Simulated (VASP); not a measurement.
# Mg (Fm-3m) in VASP: notebook, part 2 of 2

VASP 6.6.1. The steps go on from the part before.

### 5 Relaxation of cell and atoms, LDA, target pressure 10 GPa, at which the enthalpy is minimised

INCAR reads:

```
SYSTEM = Mg
PREC = Accurate
ENCUT = 600
EDIFF = 1E-6
ISMEAR = -1
SIGMA = 0.05
LREAL = .False.
LASPH = .True.
NELM = 100
ALGO = Normal
ISIF = 3
LWAVE = .False.
LCHARG = .False.
GGA = CA
IBRION = 2
NSW = 80
EDIFFG = -0.02
PSTRESS = 100.0
```

KPOINTS reads:

```
Automatic mesh
0
Gamma
  10 10 10
  0 0 0
```

POSCAR reads:

```
Mg
1.0
    0.0000000000      2.2442560000      2.2442560000
    2.2442560000      0.0000000000      2.2442560000
    2.2442560000      2.2442560000      0.0000000000
Mg
1
Direct
    0.0000000000      0.0000000000      0.0000000000
```

Potentials or basis: VASP PAW LDA potentials, release 64 (Mg).

The run is started by

```console
cat potpaw_LDA.64/Mg/POTCAR > POTCAR
mpirun -np 1 vasp_std > vasp.out
```

OUTCAR:

```text
SYSTEM = Mg
   PREC = Accurate
   ENCUT = 600
   EDIFF = 1E-6
   ISMEAR = -1
   LREAL = .False.
   LASPH = .True.
   NELM = 100
   ISIF = 3
   GGA = CA
   IBRION = 2
   NSW = 80
   EDIFFG = -0.02
   PSTRESS = 100.0

 ion  position               nearest neighbor table
   1  0.000  0.000  0.000-

  LATTYP: Found a face centered cubic cell.
 ALAT       =     4.4885120000

  Lattice vectors:

 A1 = (   0.0000000000,   2.2442560000,   2.2442560000)
 A2 = (   2.2442560000,   0.0000000000,   2.2442560000)
 A3 = (   2.2442560000,   2.2442560000,   0.0000000000)

Analysis of symmetry for initial positions (statically):
=====================================================================
 Subroutine PRICEL returns:
 Original cell was already a primitive cell.
[... 242 lines left out ...]

 number of electron       2.0000000 magnetization

 Free energy of the ion-electron system (eV)
  ---------------------------------------------------
  ext. energy  EPLUGINS =         0.00000000
  ---------------------------------------------------
  free energy    TOTEN  =        -1.70475021 eV

  energy without entropy =       -1.70051245  energy(sigma->0) =       -1.70263133

 E-fermi :   3.8952     XC(G=0):  -9.4816

 val. band max:        3.8768836014   @ k =  -0.4000   0.2000   0.0000
 cond. band min:       3.9262724417   @ k =  -0.3000   0.4000   0.1000
 fundamental gap:      0.0493888403
 Fermi energy:         3.8952173974

 k-point     1 :       0.0000    0.0000    0.0000
  band No.  band energies     occupation
      1      -4.1740      2.00000
      2      17.6491      0.00000
      3      17.6491      0.00000
      4      17.6491      0.00000
      5      20.8721      0.00000
[... 177 lines left out ...]
 k-point    24 :       0.4000    0.3000    0.0000
  band No.  band energies     occupation
      1       0.1301      2.00000
      2       9.1600      0.00000
      3       9.9280      0.00000
      4      12.7868      0.00000
      5      13.6167      0.00000

 [... further k-points ...]
[... 5 lines left out ...]
  --------------------------------------------------------------------------------------
  -------------------------------------------------------------------------------------
  Total        1.1377193      1.1377193      1.1377193      0.0000000     -0.0000000      0.0000000
  in kB      100.7282398    100.7282398    100.7282398      0.0000000     -0.0000000      0.0000000
  external PRESSURE =       0.7282398 kB  Pullay stress =     100.0000000 kB
[... 20 lines left out ...]
  energy  without entropy=       -1.7005124486  energy(sigma->0) =       -1.70263133

  enthalpy is  TOTEN    =        -0.5752563075 eV   P V=        1.1294939013

 reached required accuracy - stopping structural energy minimisation
```

Wall time 8.1 s (1 thread of Intel Xeon Platinum 8559C (Emerald Rapids), shared host); peak memory 0.15 GiB.

What came out:

| Property | Result |
| --- | --- |
| Free energy | -1.7048 eV |
| Relaxed volume | 18.10 Å³/atom |
| Relaxed cell | a = 2.947 Å, b = 2.947 Å, c = 2.947 Å, α = 60.00°, β = 60.00°, γ = 60.00° |
| Space group after relaxing (to 0.05 Å) | Fm-3m (No. 225) |
| Energy change on relaxing (the enthalpy is what falls) | +89.2 meV/atom |
| Ionic steps | 3 |
| Pressure after relaxing | 10.1 GPa |
| Band gap on the k mesh | zero (band 1 reaches 4.74 eV, above the bottom of band 2 at 2.51 eV) |

Step by step:
| step | energy change (eV) | largest force (eV/Å) | pressure (GPa) | volume (Å³) |
| --- | --- | --- | --- | --- |
| 1 | 0.0000 | 0.0000 | -1.71 | 22.61 |
| 2 | 0.1221 | 0.0000 | 12.20 | 17.62 |
| 3 | 0.0892 | 0.0000 | 10.07 | 18.10 |

Final structure:
```cif
data_structure
_symmetry_space_group_name_H-M 'P 1'
_symmetry_Int_Tables_number 1
_cell_length_a 2.9469
_cell_length_b 2.9469
_cell_length_c 2.9469
_cell_angle_alpha 60.000
_cell_angle_beta 60.000
_cell_angle_gamma 60.000
_cell_volume 18.10
loop_
_atom_site_label
_atom_site_type_symbol
_atom_site_fract_x
_atom_site_fract_y
_atom_site_fract_z
_atom_site_occupancy
Mg1 Mg 0.00000 0.00000 0.00000 1
```

Caveat: the cell is relaxed towards a set pressure, so the enthalpy falls and the energy may rise; the volume moved by over 15 % at a fixed basis, so the end points are rough.

### 6 Relaxation of cell and atoms, LDA, target pressure 20 GPa, at which the enthalpy is minimised

INCAR reads:

```
SYSTEM = Mg
  PREC = Accurate
  ENCUT = 600
  EDIFF = 1E-7
  ISMEAR = -1
  SIGMA = 0.05
  LREAL = .FALSE.
  LASPH = .TRUE.
  NELM = 60
  ALGO = Normal
  ISIF = 3
  LWAVE = .FALSE.
  LCHARG = .FALSE.
  IBRION = 2
  NSW = 80
  EDIFFG = -0.02
  PSTRESS = 200.0
```

KPOINTS reads:

```
regular mesh
0
G
  10 10 10
  0 0 0
```

POSCAR is that of step 5.

Potentials or basis: VASP PAW LDA potentials, release 64 (Mg).

The run is started by

```console
cat potpaw_LDA.64/Mg/POTCAR > POTCAR
mpirun -np 1 vasp_std > vasp.out
```

It took 12 s on 1 thread of Intel Xeon Platinum 8559C (Emerald Rapids), shared host; peak memory 0.15 GiB.

Results (log left out):

* Free energy: -1.5390 eV
* Relaxed volume: 16.27 Å³/atom
* Relaxed cell: a = 2.845 Å, b = 2.845 Å, c = 2.845 Å, α = 60.00°, β = 60.00°, γ = 60.00°
* Space group after relaxing (to 0.05 Å): Fm-3m (No. 225)
* Energy change on relaxing (the enthalpy is what falls): +254.9 meV/atom
* Ionic steps: 3
* Pressure after relaxing: 19.8 GPa
* Band gap on the k mesh: zero (band 1 reaches 5.49 eV, above the bottom of band 2 at 3.21 eV)

The path:
| step | energy change (eV) | largest force (eV/Å) | pressure (GPa) | volume (Å³) |
| --- | --- | --- | --- | --- |
| 1 | 0.0000 | 0.0000 | -1.71 | 22.61 |
| 2 | 0.6706 | 0.0000 | 40.73 | 13.99 |
| 3 | 0.2549 | 0.0000 | 19.81 | 16.27 |

Final structure:
```yaml
crystal:
  lattice:
    - [0.00000, 2.01138, 2.01138]
    - [2.01138, 0.00000, 2.01138]
    - [2.01138, 2.01138, 0.00000]
  atoms:
    - { symbol: Mg, position: [0.00000, 0.00000, 0.00000] }
```

Levels at points of the mesh, in eV from the Fermi level:
| k point | band 1 | band 2 | band 3 | band 4 | band 5 |
| --- | --- | --- | --- | --- | --- |
| (0.00, 0.00, 0.00) | -8.60 | 14.48 | 14.48 | 14.48 | 18.43 |
| (0.50, 0.00, 0.00) | -2.34 | -1.39 | 13.11 | 13.11 | 15.74 |
| (0.50, 0.50, 0.00) | -0.36 | 0.83 | 6.64 | 8.85 | 8.85 |

Caveat: the cell is relaxed towards a set pressure, so the enthalpy falls and the energy may rise; the volume moved by over 15 % at a fixed basis, so the end points are rough.

### 7 Overview

```tsv
cell	gap on the mesh (eV)	pressure (GPa)
relaxed	none	0.0
relaxed to 2 GPa	none	2.0
relaxed to 5 GPa	none	5.0
relaxed to 10 GPa	none	10.1
relaxed to 20 GPa	none	19.8
```

Alike in all rows: task relaxation of cell and atoms; level LDA; potentials or basis VASP PAW LDA potentials, release 64 (Mg); no spin polarisation; k mesh 10 × 10 × 10; cutoff (eV) 600; smearing fermi-dirac 0.05 eV.

Caveats: the cell is relaxed towards a set pressure, so the enthalpy falls and the energy may rise (some runs); the volume moved by over 15 % at a fixed basis, so the end points are rough (some runs).

Absolute energies hang on the potentials; compare differences alone.
